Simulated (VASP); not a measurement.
Wanted: the native input for a VASP 6.6.1 run.

| Item | Value |
| --- | --- |
| Task | single point |
| Functional | PBE |
| Potentials or basis | VASP PAW PBE potentials, release 64 (Ni) |
| Cutoff | 600 eV |
| k mesh | 6 × 12 × 12 |
| Occupations | fermi-dirac, width 0.1 eV |
| Spin | collinear spin, ferromagnetic start |
| Starting moments | [1.3, 1.3] μB |
| Dipole correction | no |
| Further INCAR settings | ALGO = Normal; EDIFF = 1e-06; NBANDS = 21 |

The structure of Ni lies in POSCAR:

```
Ni
1.0
    0.0000000000      3.5439000000      3.5439000000
    1.7719500000      0.0000000000      1.7719500000
    1.7719500000      1.7719500000      0.0000000000
Ni
2
Direct
    0.0000000000      0.0000000000      0.0000000000
    0.5000000000      0.0000000000      0.0000000000
```

These files were run (other wordings do the same):

INCAR

```
SYSTEM = Ni
ALGO = Normal
EDIFF = 1E-6
ENCUT = 600
GGA = PE
GGA_COMPAT = .False.
ISIF = 2
ISMEAR = -1
ISPIN = 2
LASPH = .True.
LCHARG = .False.
LMAXMIX = 4
LORBIT = 11
LREAL = .False.
LWAVE = .False.
MAGMOM = 1.3 1.3
NBANDS = 21
NELM = 200
PREC = Accurate
SIGMA = 0.1
```

KPOINTS

```
k-points
0
Gamma
  6 12 12
  0 0 0
```

Potentials or basis: VASP PAW PBE potentials, release 64 (Ni).

Command:

```sh
$ cat potpaw_PBE.64/Ni/POTCAR > POTCAR
$ mpirun -np 1 vasp_std > vasp.out
```

Results of the run:

| Property | Result |
| --- | --- |
| Pressure | -3.7 GPa |
| Net moment | 1.28 μB per cell |
| Site moments | Ni +0.65 μB |
| Valence electrons inside the program's atomic spheres | Ni 9.27 |

It took 70 s on 1 thread of Intel Xeon 6975P-C (shared host), peak memory 0.21 GiB.
